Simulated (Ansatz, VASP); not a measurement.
## Ca3Zr3N2: VASP beside Ansatz

```xyz
8
Lattice="3.4532 0.0000 0.0000 -1.7266 2.9905 0.0000 0.0000 0.0000 17.2991" Properties=species:S:1:pos:R:3 pbc="T T T"
Ca    1.7266    0.9968    5.3355
Ca    0.0000    1.9937   11.9635
Ca    0.0000    0.0000    8.6495
Zr    0.0000    0.0000    0.0000
Zr    0.0000    1.9937    2.3552
Zr    1.7266    0.9968   14.9439
N     0.0000    1.9937   15.9566
N     1.7266    0.9968    1.3425
```

Alike in both runs: functional PBE; k mesh 12 × 12 × 2; occupations gaussian, width 0.1 eV; no spin polarisation.

Ansatz relaxed the structure, and its values are those at the end. VASP's run is a single point on that final structure, the one shown.

|  | VASP | Ansatz |
| --- | --- | --- |
| version | VASP 6.6.1 | Ansatz 0.2.0 |
| potentials or method | VASP PAW PBE potentials, release 64 (Ca_sv, Zr_sv, N), cutoff 600 eV | scalar-relativistic, plane waves, PAW |
| valence electrons in the cell | 76 | 76 |

Ansatz gave:

| Item | Value |
| --- | --- |
| gap on the k mesh at the Fermi level (eV) | none |
| pressure (GPa) | 0.0 |
| rms of the force components (eV/Å) | 0.000 |

Question: Estimate VASP's values.

Answer: gap on the k mesh at the Fermi level (eV): none; pressure (GPa): 0.1; rms of the force components (eV/Å): 0.005.

A gap of «none» marks a metal or a gap that the smearing closes.
